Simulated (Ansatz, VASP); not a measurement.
# Sn3GeSe: VASP beside Ansatz

```
Sn Ge Se
1.0
     5.53862    0.00000    0.00000
     0.00000    5.53862    0.00000
     0.00000    0.00000    5.53862
Sn Ge Se
3 1 1
Direct
  0.50000 0.50000 0.00000
  0.00000 0.50000 0.50000
  0.50000 0.00000 0.50000
  0.00000 0.00000 0.00000
  0.50000 0.50000 0.50000
```

Change from the starting cell: species swapped into the Pr3InN type (Pm-3m, No. 221).

Alike in both runs: task relaxation of cell and atoms; functional PBE; k mesh 8 × 8 × 8; occupations gaussian, width 0.1 eV; no spin polarisation.

|  | VASP | Ansatz |
| --- | --- | --- |
| version | VASP 6.6.1 | Ansatz 0.2.0 |
| potentials or method | VASP PAW PBE potentials, release 64 (Sn_d, Ge_d, Se), cutoff 600 eV | scalar-relativistic, plane waves, PAW |
| valence electrons in the cell | 62 | 72 |

VASP gave:

```
gap on the k mesh at the Fermi level, each at its own relaxed structure (eV) : none
relaxed volume (Å³/atom)                                                     : 33.54
relaxed cell length with the largest relative difference (Å)                 : 5.515
```

Task: Which values does Ansatz return?

Result: gap on the k mesh at the Fermi level, each at its own relaxed structure (eV): none; relaxed volume (Å³/atom): 33.51; relaxed cell length with the largest relative difference (Å): 5.513.

A gap of «none» marks a metal or a gap that the smearing closes. VASP's potentials hold 62 valence electrons a cell and Ansatz's 72, so a difference there can come from the potentials and not from the codes.
